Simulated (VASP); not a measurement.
Set up this calculation in VASP 6.6.1, as the native input.

- Task: relaxation of cell and atoms
- Functional: PBE
- Potentials or basis: VASP PAW PBE potentials, release 64 (K_sv, H, Au)
- Cutoff: 600 eV
- k mesh: 4 × 4 × 4
- Occupations: fermi-dirac, width 0.1 eV
- Spin: no spin polarisation
- Dipole correction: no
- Further INCAR settings: ALGO = Normal; EDIFF = 1e-06; IBRION = 2; EDIFFG = -0.01; NSW = 60; ISIF = 3

The structure of KHAu2 lies in POSCAR:

```
KHAu2
1.0
   -3.0206190000      3.0206190000      3.6279390000
    3.0206190000     -3.0206190000      3.6279390000
    3.0206190000      3.0206190000     -3.6279390000
K H Au
2 2 4
Direct
    0.2500000000      0.2500000000      0.0000000000
    0.7500000000      0.7500000000      0.0000000000
    0.5000000000      0.0000000000      0.5000000000
    0.0000000000      0.5000000000      0.5000000000
    0.6408000000      0.1408000000      0.7816000000
    0.1408000000      0.3592000000      0.5000000000
    0.3592000000      0.8592000000      0.2184000000
    0.8592000000      0.6408000000      0.5000000000
```

One way to write it, as run:

INCAR

```
SYSTEM = KHAu2
ALGO     = Normal         ! electronic algorithm
EDIFF    = 1E-6           ! SCF threshold, eV
EDIFFG   = -0.01          ! ionic threshold
ENCUT    = 600            ! plane-wave cutoff, eV
GGA      = PE             ! functional
IBRION   = 2              ! ionic algorithm
ISIF     = 3              ! what is computed and relaxed
ISMEAR   = -1             ! smearing method
LASPH    = .TRUE.         ! aspherical terms in the spheres
LCHARG   = .FALSE.        ! write CHGCAR
LREAL    = .FALSE.        ! projectors in reciprocal space
LWAVE    = .FALSE.        ! write WAVECAR
NELM     = 100            ! most SCF steps
NSW      = 60             ! ionic steps
PREC     = Accurate       ! precision mode
SIGMA    = 0.1            ! smearing width, eV
```

KPOINTS

```
k-points
0
G
  4 4 4
  0 0 0
```

Potentials or basis: VASP PAW PBE potentials, release 64 (K_sv, H, Au).

The run is started by

```sh
$ cat potpaw_PBE.64/K_sv/POTCAR potpaw_PBE.64/H/POTCAR potpaw_PBE.64/Au/POTCAR > POTCAR
$ mpirun -np 1 vasp_std > vasp.out
```

Results of the run:

```yaml
Relaxed_volume: 22.35 Å³/atom
Relaxed_cell: a = 6.966 Å, b = 6.966 Å, c = 6.966 Å, α = 132.77°, β = 132.77°, γ = 69.02°
Space_group_after_relaxing_to_0.1_Å: P4/mmm (No. 123)
Energy_gained_by_relaxing: 2257.7 meV/atom
Ionic_steps: 39
Pressure_after_relaxing: 0.0 GPa
Largest_force_after_relaxing: 0.009 eV/Å
Band_gap_on_the_k_mesh: zero (bands 32 and 33 overlap by 0.76 eV)
```

Caveat: the volume moved by over 15 % at a fixed basis, so the end points are rough; spin-orbit coupling is left out, which moves the levels of the heavy elements.

It took 59 min on 1 thread of Intel(R) Xeon(R) Platinum 8259CL CPU @ 2.50GHz (Skylake/Cascade Lake) (shared host), peak memory 0.38 GiB.
